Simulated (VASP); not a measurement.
# Cs (P6_3/mmc) in VASP: further runs

Runs on Cs. Level: PBEsol. Tasks: single point, relaxation of cell and atoms.

Program: VASP 6.6.1. These are calculated values, not measurements. Logs are shortened: lines on timing, memory, paths and dates and some standing lists are left out, and cuts for length are marked.

### Step 1. The cell of the first run

The structure is hexagonal, space group P6_3/mmc (No. 194). The conventional cell has a = 5.366 Å, b = 5.366 Å, c = 8.735 Å, α = 90.00°, β = 90.00°, γ = 120.00°.

This isn't the form of Cs at room conditions, which is bcc.

### Step 2. Single point, PBEsol

INCAR reads:

```
SYSTEM = Cs
PREC = Accurate
ENCUT = 520
EDIFF = 1E-6
ISMEAR = -1
SIGMA = 0.1
LREAL = .False.
LASPH = .True.
NELM = 100
ALGO = Normal
ISIF = 2
LWAVE = .False.
LCHARG = .False.
GGA = PS
NBANDS = 16
```

KPOINTS reads:

```
Automatic mesh
0
Gamma
  10 10 6
  0 0 0
```

POSCAR reads:

```
Cs
1.0
    5.3664638474      0.0000000000      0.0000000000
   -2.6832319237      4.6474940204      0.0000000000
    0.0000000000      0.0000000000      8.7350386198
Cs
2
Direct
    0.3333333333      0.6666666667      0.2500000000
    0.6666666667      0.3333333333      0.7500000000
```

Potentials or basis: VASP PAW PBE potentials, release 64 (Cs_sv).

Started as:

```sh
cat potpaw_PBE.64/Cs_sv/POTCAR > POTCAR
mpirun -np 1 vasp_std > vasp.out
```

OUTCAR:

```text
SYSTEM = Cs
   PREC = Accurate
   ENCUT = 520
   EDIFF = 1E-6
   ISMEAR = -1
   LREAL = .False.
   LASPH = .True.
   NELM = 100
   ISIF = 2
   GGA = PS

 ion  position               nearest neighbor table
   1  0.333  0.667  0.250-
   2  0.667  0.333  0.750-

  LATTYP: Found a hexagonal cell.
 ALAT       =     5.3664638474
 C/A-ratio  =     1.6277084628

  Lattice vectors:

 A1 = (   5.3664638474,   0.0000000000,   0.0000000000)
 A2 = (  -2.6832319237,   4.6474940204,   0.0000000000)
 A3 = (   0.0000000000,   0.0000000000,   8.7350386198)

Analysis of symmetry for initial positions (statically):
=====================================================================
 Subroutine PRICEL returns:
 Original cell was already a primitive cell.

 Routine SETGRP: Setting up the symmetry group for a
 hexagonal supercell.

 Subroutine GETGRP returns: Found 24 space group operations
 (whereof 12 operations were pure point group operations)
 out of a pool of 24 trial point group operations.

The static configuration has the point symmetry D_3d.
 The point group associated with its full space group is D_6h.

Analysis of symmetry for dynamics (positions and initial velocities):
=====================================================================
 Subroutine PRICEL returns:
 Original cell was already a primitive cell.

 Routine SETGRP: Setting up the symmetry group for a
 hexagonal supercell.

 Subroutine GETGRP returns: Found 24 space group operations
 (whereof 12 operations were pure point group operations)
 out of a pool of 24 trial point group operations.

The dynamic configuration has the point symmetry D_3d.
 The point group associated with its full space group is D_6h.

 Subroutine INISYM returns: Found 24 space group operations
 (whereof 12 operations are pure point group operations),
 and found     1 'primitive' translations

----------------------------------------------------------------------------------------

                                     Primitive cell

  volume of cell :     217.8572

  direct lattice vectors                    reciprocal lattice vectors
     5.366463847  0.000000000  0.000000000     0.186342446  0.107584861  0.000000000
    -2.683231924  4.647494020  0.000000000     0.000000000  0.215169723  0.000000000
     0.000000000  0.000000000  8.735038620     0.000000000  0.000000000  0.114481463

  length of vectors
     5.366463847  5.366463847  8.735038620     0.215169723  0.215169723  0.114481463

  position of ions in fractional coordinates (direct lattice)
     0.333333333  0.666666667  0.250000000
     0.666666667  0.333333333  0.750000000

  ion indices of the primitive-cell ions
   primitive index   ion index
                 1           1
                 2           2

----------------------------------------------------------------------------------------

 KPOINTS: Automatic mesh

Automatic generation of k-mesh.
 Grid dimensions read from file:
 generate k-points for:   10   10    6

 Generating k-lattice:

  Cartesian coordinates                     Fractional coordinates (reciprocal lattice)
     0.018634245  0.010758486  0.000000000     0.100000000 -0.000000000  0.000000000
     0.000000000  0.021516972  0.000000000     0.000000000  0.100000000  0.000000000
     0.000000000  0.000000000  0.019080244     0.000000000  0.000000000  0.166666667

  Length of vectors
     0.021516972  0.021516972  0.019080244

  Shift w.r.t. Gamma in fractional coordinates (k-lattice)
     0.000000000  0.000000000  0.000000000

 Subroutine IBZKPT returns following result:
 ===========================================

 Found     56 irreducible k-points:

 Following reciprocal coordinates:
            Coordinates               Weight
  0.000000  0.000000  0.000000      1.000000
  0.100000 -0.000000  0.000000      6.000000
  0.200000 -0.000000  0.000000      6.000000
  0.300000 -0.000000  0.000000      6.000000
  0.400000 -0.000000  0.000000      6.000000
  0.500000 -0.000000  0.000000      3.000000
[... 16 lines left out ...]
  0.300000  0.100000  0.166667     24.000000
  0.400000  0.100000  0.166667     24.000000
 [... further k-points ...]
   k-points           NKPTS =     56   k-points in BZ     NKDIM =     56   number of bands    NBANDS=     16
   number of dos      NEDOS =    301   number of ions     NIONS =      2
   total plane-waves  NPLWV = 112000
   dimension x,y,z NGX =    40 NGY =   40 NGZ =   70
   dimension x,y,z NGXF=    80 NGYF=   80 NGZF=  140
   ions per type =               2
   NGX,Y,Z   is equivalent  to a cutoff of  12.39, 12.39, 13.32 a.u.
   NGXF,Y,Z  is equivalent  to a cutoff of  24.78, 24.78, 26.64 a.u.
 SYSTEM =  Cs
   PREC   = accura    normal or accurate (medium, high low for compatibility)
   ISTART =      0    job   : 0-new  1-cont  2-samecut
   ICHARG =      2    charge: 1-file 2-atom 10-const
   ISPIN  =      1    spin polarized calculation?
   LNONCOLLINEAR =      F non collinear calculations
   LSORBIT =      F    spin-orbit coupling
   LASPH  =      T    aspherical Exc in radial PAW
   ENCUT  =  520.0 eV  38.22 Ry    6.18 a.u.   9.98  9.98 16.24*2*pi/ulx,y,z
   NELM   =    100;   NELMIN=  2; NELMDL= -5     # of ELM steps
   EDIFF  = 0.1E-05   stopping-criterion for ELM
   LREAL  =      F    real-space projection
   EDIFFG = 0.1E-04   stopping-criterion for IOM
   NSW    =      0    number of steps for IOM
   IBRION =     -1    ionic relax: 0-MD 1-quasi-New 2-CG
   NFREE  =      0    steps in history (QN), initial steepest desc. (CG)
   ISIF   =      2    stress and relaxation
   ISYM   =      2    0-nonsym 1-usesym 2-fastsym
   POTIM  = 0.5000    time-step for ionic-motion
   TEBEG  =    0.0;   TEEND  =   0.0 temperature during run
   PSTRESS=    0.0 pullay stress
   NELECT =      18.0000    total number of electrons
   NUPDOWN=      -1.0000    fix difference up-down
   EMIN   =  10.00;   EMAX   =-10.00  energy-range for DOS
   EFERMI =   0.00;   METHOD = LEGACY
   ISMEAR =    -1;   SIGMA  =   0.10  broadening in eV -4-tet -1-fermi 0-gaus
   EFERMI_NEDOS =   21; number of points for ismear=-14 and -15
   IALGO  =     38    algorithm
   IMIX   =      4    mixing-type and parameters
     AMIX     =   0.40;   BMIX     =  1.00
     AMIX_MAG =   1.60;   BMIX_MAG =  1.00
  volume/ion in A,a.u.               =     108.93       735.09
  Fermi-wavevector in a.u.,A,eV,Ry     =   0.713031  1.347433  6.917380  0.508413
  Thomas-Fermi vector in A             =   1.800562
   LORBIT       =      0    0 simple, 1 ext, 2 COOP (PROOUT), +10 PAW based schemes
   GGA     = PS    functional components
   LHFCALC =     F    Hartree Fock is set to
   AEXX    =    0.0000 exact exchange contribution
   IVDW    =     0    specifies the selected vdW correction
   LEPSILON=     F    determine dielectric tensor
   LRPA    =     F    only Hartree local field effects (RPA)
 non-spin polarized calculation
  energy-cutoff  :      520.00
  volume of cell :      217.86
 maximum number of plane-waves:      5896
 NGX is ok and might be reduce to    40
   NGX = 19   NGY = 19   NGZ = 33

 number of electron      17.9999998 magnetization

 Free energy of the ion-electron system (eV)
  ---------------------------------------------------
  ext. energy  EPLUGINS =         0.00000000
  ---------------------------------------------------
  free energy    TOTEN  =        -1.92661501 eV

  energy without entropy =       -1.84585904  energy(sigma->0) =       -1.88623703

 E-fermi :   0.4976     XC(G=0):  -5.6184

 val. band max:        0.4825735255   @ k =   0.5000  -0.0000   0.0000
 cond. band min:       0.5008183363   @ k =   0.5000  -0.0000   0.1667
 fundamental gap:      0.0182448108
 Fermi energy:         0.4975642982

 k-point     1 :       0.0000    0.0000    0.0000
  band No.  band energies     occupation
      1     -23.2997      2.00000
      2     -23.2917      2.00000
      3     -10.1774      2.00000
      4     -10.0351      2.00000
      5     -10.0351      2.00000
      6     -10.0124      2.00000
[... 8 lines left out ...]
     15       3.2643      0.00000
     16       3.2643      0.00000

 k-point     2 :       0.1000   -0.0000    0.0000
  band No.  band energies     occupation
      1     -23.2990      2.00000
      2     -23.2913      2.00000
      3     -10.1722      2.00000
      4     -10.0471      2.00000
      5     -10.0389      2.00000
      6     -10.0248      2.00000
[... 8 lines left out ...]
     15       3.1734      0.00000
     16       3.3623      0.00000

 k-point     3 :       0.2000   -0.0000    0.0000
  band No.  band energies     occupation
      1     -23.2972      2.00000
      2     -23.2906      2.00000
      3     -10.1575      2.00000
      4     -10.0785      2.00000
      5     -10.0566      2.00000
      6     -10.0485      2.00000
[... 8 lines left out ...]
     15       3.2618      0.00000
     16       3.2854      0.00000

 k-point     4 :       0.3000   -0.0000    0.0000
  band No.  band energies     occupation
      1     -23.2949      2.00000
      2     -23.2897      2.00000
      3     -10.1365      2.00000
      4     -10.1176      2.00000
      5     -10.0944      2.00000
      6     -10.0600      2.00000
[... 8 lines left out ...]
     15       3.0377      0.00000
     16       3.7259      0.00000
[... 324 lines left out ...]
 k-point    22 :       0.2000    0.1000    0.1667
  band No.  band energies     occupation
      1     -23.2953      2.00000
      2     -23.2904      2.00000
      3     -10.1426      2.00000
      4     -10.0942      2.00000
      5     -10.0864      2.00000
      6     -10.0547      2.00000
[... 8 lines left out ...]
     15       3.0053      0.00000
     16       3.4915      0.00000

 k-point    23 :       0.3000    0.1000    0.1667
  band No.  band energies     occupation
      1     -23.2932      2.00000
      2     -23.2896      2.00000
      3     -10.1447      2.00000
      4     -10.1218      2.00000
      5     -10.1009      2.00000
      6     -10.0678      2.00000
[... 8 lines left out ...]
     15       2.8256      0.00000
     16       3.7218      0.00000

 k-point    24 :       0.4000    0.1000    0.1667
  band No.  band energies     occupation
      1     -23.2917      2.00000
      2     -23.2894      2.00000
      3     -10.1604      2.00000
      4     -10.1369      2.00000
      5     -10.0946      2.00000
      6     -10.0738      2.00000
[... 8 lines left out ...]
     15       2.7860      0.00000
     16       3.9281      0.00000

 [... further k-points ...]

------------------------ aborting loop because EDIFF is reached ----------------------------------------

  FORCE on cell =-STRESS in cart. coord.  units (eV):
  Direction    XX          YY          ZZ          XY          YZ          ZX
  --------------------------------------------------------------------------------------
  -------------------------------------------------------------------------------------
  Total       -0.0075074     -0.0075074     -0.0112837      0.0000000      0.0000000      0.0000000
  in kB       -0.0552116     -0.0552116     -0.0829834      0.0000000      0.0000000      0.0000000
  external PRESSURE =      -0.0644688 kB  Pullay stress =       0.0000000 kB

 VOLUME and BASIS-vectors are now :
 -----------------------------------------------------------------------------
  energy-cutoff  :      520.00
  volume of cell :      217.86
      direct lattice vectors                 reciprocal lattice vectors
     5.366463847  0.000000000  0.000000000     0.186342446  0.107584861  0.000000000
    -2.683231924  4.647494020  0.000000000     0.000000000  0.215169723  0.000000000
     0.000000000  0.000000000  8.735038620     0.000000000  0.000000000  0.114481463

 POSITION                                       TOTAL-FORCE (eV/Angst)
 -----------------------------------------------------------------------------------
     -0.00000      3.09833      2.18376        -0.000000      0.000000      0.000000
      2.68323      1.54916      6.55128         0.000000     -0.000000      0.000000
 -----------------------------------------------------------------------------------
    total drift:                               -0.000000      0.000000     -0.000000

  FREE ENERGIE OF THE ION-ELECTRON SYSTEM (eV)
  ---------------------------------------------------
  free  energy   TOTEN  =        -1.9266150096 eV

  energy  without entropy=       -1.8458590410  energy(sigma->0) =       -1.88623703
```

It took 54 s on 1 thread of Intel Xeon 6975P-C (Granite Rapids), shared host; peak memory 0.39 GiB.

What came out:

- Free energy: -1.9266 eV
- Pressure: 0.0 GPa
- Band gap on the k mesh: zero (bands 9 and 10 overlap by 1.69 eV)

Levels at points of the mesh, in eV from the Fermi level:
```
           k point  band 6  band 7  band 8  band 9  band 10  band 11  band 12  band 13
(0.00, 0.00, 0.00)  -10.51  -10.51  -10.51   -1.73    -0.04     0.84     2.43     2.43
(0.50, 0.00, 0.00)  -10.57  -10.55  -10.53   -0.01     0.36     0.77     0.98     1.70
(0.00, 0.00, 0.50)  -10.52  -10.52  -10.52   -1.08    -1.08     1.67     1.67     2.44
(0.50, 0.00, 0.50)  -10.55  -10.55  -10.55    0.16     0.16     0.98     0.98     1.70
```

Caveat: the PAW data sets were made with another functional, which shifts forces and pressure a little; spin-orbit coupling is left out, which moves the levels of the heavy elements.

### Step 3. Relaxation of cell and atoms, PBEsol

INCAR reads:

```
SYSTEM = Cs
ALGO = Normal
EDIFF = 1E-6
EDIFFG = -0.01
ENCUT = 600
GGA = PS
IBRION = 2
ISIF = 3
ISMEAR = -1
LASPH = .TRUE.
LCHARG = .FALSE.
LREAL = .FALSE.
LWAVE = .FALSE.
NELM = 80
NSW = 80
PREC = Accurate
SIGMA = 0.1
```

KPOINTS reads:

```
k-points
0
G
  10 10 6
  0 0 0
```

POSCAR is that of step 2.

Potentials or basis: VASP PAW PBE potentials, release 64 (Cs_sv).

Started as:

```sh
cat potpaw_PBE.64/Cs_sv/POTCAR > POTCAR
mpirun -np 1 vasp_std > vasp.out
```

It took 61 s on 1 thread of Intel Xeon 6975P-C (Granite Rapids), shared host; peak memory 0.48 GiB.

Results (log left out):

```
Free energy             : -1.9268 eV
Pressure after relaxing : 0.0 GPa
Band gap on the k mesh  : zero (bands 9 and 10 overlap by 1.69 eV)
```

Final structure:
```yaml
crystal:
  lattice:
    - [5.36646, 0.00000, 0.00000]
    - [-2.68323, 4.64749, 0.00000]
    - [0.00000, 0.00000, 8.73504]
  atoms:
    - { symbol: Cs, position: [0.33333, 0.66667, 0.25000] }
    - { symbol: Cs, position: [0.66667, 0.33333, 0.75000] }
```

Levels at points of the mesh, in eV from the Fermi level:
```
           k point  band 6  band 7  band 8  band 9  band 10  band 11  band 12  band 13
(0.00, 0.00, 0.00)  -10.51  -10.51  -10.51   -1.73    -0.04     0.84     2.43     2.44
(0.50, 0.00, 0.00)  -10.57  -10.55  -10.53   -0.02     0.36     0.77     0.98     1.70
(0.00, 0.00, 0.50)  -10.52  -10.52  -10.52   -1.08    -1.08     1.67     1.67     2.44
(0.50, 0.00, 0.50)  -10.55  -10.55  -10.55    0.16     0.16     0.98     0.98     1.70
```

Caveat: the PAW data sets were made with another functional, which shifts forces and pressure a little; spin-orbit coupling is left out, which moves the levels of the heavy elements.
